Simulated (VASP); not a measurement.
# Mg (Fm-3m) in VASP: further runs, part 2 of 2

VASP 6.6.1.

### 3 Relaxation of cell and atoms, LDA

This run uses another cell than the first one, of 23.24 Å³/atom.

Input file INCAR:

```
SYSTEM = Mg
PREC     = Accurate       ! precision mode
ENCUT    = 600            ! plane-wave cutoff, eV
EDIFF    = 1E-7           ! SCF threshold, eV
ISMEAR   = 0              ! smearing method
SIGMA    = 0.05           ! smearing width, eV
LREAL    = .FALSE.        ! projectors in reciprocal space
LASPH    = .TRUE.         ! aspherical terms in the spheres
NELM     = 120            ! most SCF steps
ALGO     = Normal         ! electronic algorithm
ISIF     = 3              ! what is computed and relaxed
LWAVE    = .FALSE.        ! write WAVECAR
LCHARG   = .FALSE.        ! write CHGCAR
IBRION   = 2              ! ionic algorithm
NSW      = 80             ! ionic steps
EDIFFG   = -0.01          ! ionic threshold
GGA_COMPAT= .FALSE.      
NELMIN   = 4
```

Input file KPOINTS:

```
Automatic mesh
0
G
  9 9 9
  0 0 0
```

Input file POSCAR:

```
Mg
1.0
    0.0000000000      2.2650000000      2.2650000000
    2.2650000000      0.0000000000      2.2650000000
    2.2650000000      2.2650000000      0.0000000000
Mg
1
Direct
    0.0000000000      0.0000000000      0.0000000000
```

Potentials or basis: VASP PAW LDA potentials, release 64 (Mg).

Command:

```sh
$ cat potpaw_LDA.64/Mg/POTCAR > POTCAR
$ mpirun -np 1 vasp_std > vasp.out
```

OUTCAR:

```text
SYSTEM = Mg
   PREC = Accurate
   ENCUT = 600
   EDIFF = 1E-7
   ISMEAR = 0
   LREAL = .FALSE.
   LASPH = .TRUE.
   NELM = 120
   ISIF = 3
   IBRION = 2
   NSW = 80
   EDIFFG = -0.01
   NELMIN = 4

 ion  position               nearest neighbor table
   1  0.000  0.000  0.000-

  LATTYP: Found a face centered cubic cell.
 ALAT       =     4.5300000000

  Lattice vectors:

 A1 = (   0.0000000000,   2.2650000000,   2.2650000000)
 A2 = (   2.2650000000,   0.0000000000,   2.2650000000)
 A3 = (   2.2650000000,   2.2650000000,   0.0000000000)

Analysis of symmetry for initial positions (statically):
=====================================================================
 Subroutine PRICEL returns:
 Original cell was already a primitive cell.

 Routine SETGRP: Setting up the symmetry group for a
 face centered cubic supercell.

 Subroutine GETGRP returns: Found 48 space group operations
 (whereof 48 operations were pure point group operations)
 out of a pool of 48 trial point group operations.

The static configuration has the point symmetry O_h .

Analysis of symmetry for dynamics (positions and initial velocities):
=====================================================================
 Subroutine PRICEL returns:
 Original cell was already a primitive cell.

 Routine SETGRP: Setting up the symmetry group for a
 face centered cubic supercell.

 Subroutine GETGRP returns: Found 48 space group operations
 (whereof 48 operations were pure point group operations)
 out of a pool of 48 trial point group operations.

The dynamic configuration has the point symmetry O_h .

 Subroutine INISYM returns: Found 48 space group operations
 (whereof 48 operations are pure point group operations),
 and found     1 'primitive' translations

----------------------------------------------------------------------------------------

                                     Primitive cell

  volume of cell :      23.2399

  direct lattice vectors                    reciprocal lattice vectors
     0.000000000  2.265000000  2.265000000    -0.220750552  0.220750552  0.220750552
     2.265000000  0.000000000  2.265000000     0.220750552 -0.220750552  0.220750552
     2.265000000  2.265000000  0.000000000     0.220750552  0.220750552 -0.220750552

  length of vectors
     3.203193719  3.203193719  3.203193719     0.382351172  0.382351172  0.382351172

  position of ions in fractional coordinates (direct lattice)
     0.000000000  0.000000000  0.000000000

  ion indices of the primitive-cell ions
   primitive index   ion index
                 1           1

----------------------------------------------------------------------------------------

 KPOINTS: Automatic mesh

Automatic generation of k-mesh.
 Grid dimensions read from file:
 generate k-points for:    9    9    9

 Generating k-lattice:

  Cartesian coordinates                     Fractional coordinates (reciprocal lattice)
    -0.024527839  0.024527839  0.024527839     0.111111111  0.000000000  0.000000000
     0.024527839 -0.024527839  0.024527839     0.000000000  0.111111111  0.000000000
     0.024527839  0.024527839 -0.024527839     0.000000000  0.000000000  0.111111111

  Length of vectors
     0.042483464  0.042483464  0.042483464

  Shift w.r.t. Gamma in fractional coordinates (k-lattice)
     0.000000000  0.000000000  0.000000000

 Subroutine IBZKPT returns following result:
 ===========================================

 Found     35 irreducible k-points:

 Following reciprocal coordinates:
            Coordinates               Weight
  0.000000  0.000000  0.000000      1.000000
  0.111111  0.000000  0.000000      8.000000
  0.222222  0.000000  0.000000      8.000000
  0.333333  0.000000  0.000000      8.000000
  0.444444  0.000000  0.000000      8.000000
  0.111111  0.111111  0.000000      6.000000
[... 16 lines left out ...]
 -0.333333  0.333333  0.000000     12.000000
  0.444444  0.444444  0.000000      6.000000
 [... further k-points ...]
   k-points           NKPTS =     35   k-points in BZ     NKDIM =     35   number of bands    NBANDS=      5
   number of dos      NEDOS =    301   number of ions     NIONS =      1
   total plane-waves  NPLWV =  21952
   dimension x,y,z NGX =    28 NGY =   28 NGZ =   28
   dimension x,y,z NGXF=    56 NGYF=   56 NGZF=   56
   ions per type =               1
   NGX,Y,Z   is equivalent  to a cutoff of  14.53, 14.53, 14.53 a.u.
   NGXF,Y,Z  is equivalent  to a cutoff of  29.06, 29.06, 29.06 a.u.
 SYSTEM =  Mg
   PREC   = accura    normal or accurate (medium, high low for compatibility)
   ISTART =      0    job   : 0-new  1-cont  2-samecut
   ICHARG =      2    charge: 1-file 2-atom 10-const
   ISPIN  =      1    spin polarized calculation?
   LNONCOLLINEAR =      F non collinear calculations
   LSORBIT =      F    spin-orbit coupling
   LASPH  =      T    aspherical Exc in radial PAW
   ENCUT  =  600.0 eV  44.10 Ry    6.64 a.u.   6.40  6.40  6.40*2*pi/ulx,y,z
   NELM   =    120;   NELMIN=  4; NELMDL= -5     # of ELM steps
   EDIFF  = 0.1E-06   stopping-criterion for ELM
   LREAL  =      F    real-space projection
   EDIFFG = -.1E-01   stopping-criterion for IOM
   NSW    =     80    number of steps for IOM
   IBRION =      2    ionic relax: 0-MD 1-quasi-New 2-CG
   NFREE  =      1    steps in history (QN), initial steepest desc. (CG)
   ISIF   =      3    stress and relaxation
   ISYM   =      2    0-nonsym 1-usesym 2-fastsym
   POTIM  = 0.5000    time-step for ionic-motion
   TEBEG  =    0.0;   TEEND  =   0.0 temperature during run
   PSTRESS=    0.0 pullay stress
   NELECT =       2.0000    total number of electrons
   NUPDOWN=      -1.0000    fix difference up-down
   EMIN   =  10.00;   EMAX   =-10.00  energy-range for DOS
   EFERMI =   0.00;   METHOD = LEGACY
   ISMEAR =     0;   SIGMA  =   0.05  broadening in eV -4-tet -1-fermi 0-gaus
   EFERMI_NEDOS =   21; number of points for ismear=-14 and -15
   IALGO  =     38    algorithm
   IMIX   =      4    mixing-type and parameters
     AMIX     =   0.40;   BMIX     =  1.00
     AMIX_MAG =   1.60;   BMIX_MAG =  1.00
  volume/ion in A,a.u.               =      23.24       156.83
  Fermi-wavevector in a.u.,A,eV,Ry     =   0.722781  1.365858  7.107848  0.522412
  Thomas-Fermi vector in A             =   1.812831
   LORBIT       =      0    0 simple, 1 ext, 2 COOP (PROOUT), +10 PAW based schemes
   GGA     = CA    functional components
   LHFCALC =     F    Hartree Fock is set to
   AEXX    =    0.0000 exact exchange contribution
   IVDW    =     0    specifies the selected vdW correction
   LEPSILON=     F    determine dielectric tensor
   LRPA    =     F    only Hartree local field effects (RPA)
 conjugate gradient relaxation of ions
 non-spin polarized calculation
 Gauss-broadening in eV      SIGMA  =   0.05
  energy-cutoff  :      600.00
  volume of cell :       23.24
 maximum number of plane-waves:       785
 NGX is ok and might be reduce to    28
   NGX = 13   NGY = 13   NGZ = 13

--------------------------------------- Ionic step        1  -------------------------------------------

 number of electron       2.0000000 magnetization

 Free energy of the ion-electron system (eV)
  ---------------------------------------------------
  ext. energy  EPLUGINS =         0.00000000
  ---------------------------------------------------
  free energy    TOTEN  =        -1.77767352 eV

  energy without entropy =       -1.77720920  energy(sigma->0) =       -1.77744136

------------------------ aborting loop because EDIFF is reached ----------------------------------------

  FORCE on cell =-STRESS in cart. coord.  units (eV):
  Direction    XX          YY          ZZ          XY          YZ          ZX
  --------------------------------------------------------------------------------------
  -------------------------------------------------------------------------------------
  Total       -0.3654805     -0.3654805     -0.3654805     -0.0000000     -0.0000000     -0.0000000
  in kB      -25.1964956    -25.1964956    -25.1964956     -0.0000000     -0.0000000     -0.0000000
  external PRESSURE =     -25.1964956 kB  Pullay stress =       0.0000000 kB
[... 57 lines left out ...]
--------------------------------------- Ionic step        3  -------------------------------------------

 number of electron       2.0000000 magnetization

 Free energy of the ion-electron system (eV)
  ---------------------------------------------------
  ext. energy  EPLUGINS =         0.00000000
  ---------------------------------------------------
  free energy    TOTEN  =        -1.79141816 eV

  energy without entropy =       -1.79070376  energy(sigma->0) =       -1.79106096

 E-fermi :   2.7111     XC(G=0):  -8.8765

 val. band max:        2.6541983553   @ k =  -0.4444   0.2222   0.0000
 cond. band min:       2.7163020282   @ k =  -0.4444   0.4444   0.0000
 fundamental gap:      0.0621036728
 Fermi energy:         2.7110586359

 k-point     1 :       0.0000    0.0000    0.0000
  band No.  band energies     occupation
      1      -4.3939      2.00000
      2      15.4523      0.00000
      3      15.4523      0.00000
      4      15.4523      0.00000
      5      17.5818      0.00000
[... 177 lines left out ...]
 k-point    24 :       0.4444    0.4444    0.0000
  band No.  band energies     occupation
      1       1.4674      2.00000
      2       4.8377      0.00000
      3       9.1020      0.00000
      4      10.0509      0.00000
      5      10.0509      0.00000

 [... further k-points ...]
[... 5 lines left out ...]
  --------------------------------------------------------------------------------------
  -------------------------------------------------------------------------------------
  Total       -0.0050273     -0.0050273     -0.0050273     -0.0000000     -0.0000000      0.0000000
  in kB       -0.3726338     -0.3726338     -0.3726338     -0.0000000     -0.0000000      0.0000000
  external PRESSURE =      -0.3726338 kB  Pullay stress =       0.0000000 kB
[... 16 lines left out ...]
  FREE ENERGIE OF THE ION-ELECTRON SYSTEM (eV)
  ---------------------------------------------------
  free  energy   TOTEN  =        -1.7914181634 eV

  energy  without entropy=       -1.7907037596  energy(sigma->0) =       -1.79106096

 reached required accuracy - stopping structural energy minimisation
```

Run time: 5.2 s. Hardware: 1 thread of AMD EPYC 9R45 (Zen 5), shared host; peak memory 0.11 GiB.

Results:

* Free energy: -1.7914 eV
* Relaxed volume: 21.62 Å³/atom
* Relaxed cell: a = 3.127 Å, b = 3.127 Å, c = 3.127 Å, α = 60.00°, β = 60.00°, γ = 60.00°
* Space group after relaxing (to 0.1 Å): Fm-3m (No. 225)
* Energy gained by relaxing: 13.7 meV/atom
* Ionic steps: 3
* Pressure after relaxing: 0.0 GPa
* Band gap on the k mesh: zero (bands 1 and 2 overlap by 1.45 eV)

Step by step:
| step | energy change (eV) | largest force (eV/Å) | pressure (GPa) | volume (Å³) |
| --- | --- | --- | --- | --- |
| 1 | 0.0000 | 0.0000 | -2.52 | 23.24 |
| 2 | -0.0127 | 0.0000 | -0.76 | 22.03 |
| 3 | -0.0137 | 0.0000 | -0.04 | 21.62 |

Final structure:
```
CELL_PARAMETERS angstrom
0.00000 2.21094 2.21094
2.21094 0.00000 2.21094
2.21094 2.21094 0.00000
ATOMIC_POSITIONS crystal
Mg 0.00000 0.00000 0.00000
```
